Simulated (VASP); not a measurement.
Here is a VASP 6.6.1 calculation.

File INCAR:

```
SYSTEM = Sc3As
ALGO = Fast
EDIFF = 1E-6
EDIFFG = -0.04
ENCUT = 600
GGA = PE
IBRION = 2
ISIF = 3
ISMEAR = 0
LASPH = .TRUE.
LCHARG = .FALSE.
LREAL = .FALSE.
LWAVE = .FALSE.
NELM = 100
NSW = 90
PREC = Accurate
SIGMA = 0.1
```

Contents of KPOINTS:

```
k-points
0
G
  6 6 6
  0 0 0
```

POSCAR

```
Sc3As
1.0
   -1.9278696861      2.1938772651      4.9321756932
    1.9278696861     -2.1938772651      4.9321756932
    1.9278696861      2.1938772651     -4.9321756932
Sc As
3 1
Direct
    0.2739846372      0.7739846372      0.5000000000
    0.7260153628      0.2260153628      0.5000000000
    0.0000000000      0.0000000000      0.0000000000
    0.5000000000      0.5000000000      0.0000000000
```

Potentials or basis: VASP PAW PBE potentials, release 64 (Sc_sv, As).

Command:

```console
$ cat potpaw_PBE.64/Sc_sv/POTCAR potpaw_PBE.64/As/POTCAR > POTCAR
$ mpirun -np 1 vasp_std > vasp.out
```

(1) What does it give for the band gap on the k mesh?

(2) Predict the relaxed volume.

(3) Predict the space group after relaxing (to 0.1 Å).

(4) Predict the relaxed cell.

## Answers

(1) zero (bands 19 and 20 overlap by 0.73 eV).

(2) 21.44 Å³/atom.

(3) Immm (No. 71).

(4) a = 5.919 Å, b = 5.919 Å, c = 5.919 Å, α = 144.70°, β = 133.75°, γ = 59.49°.
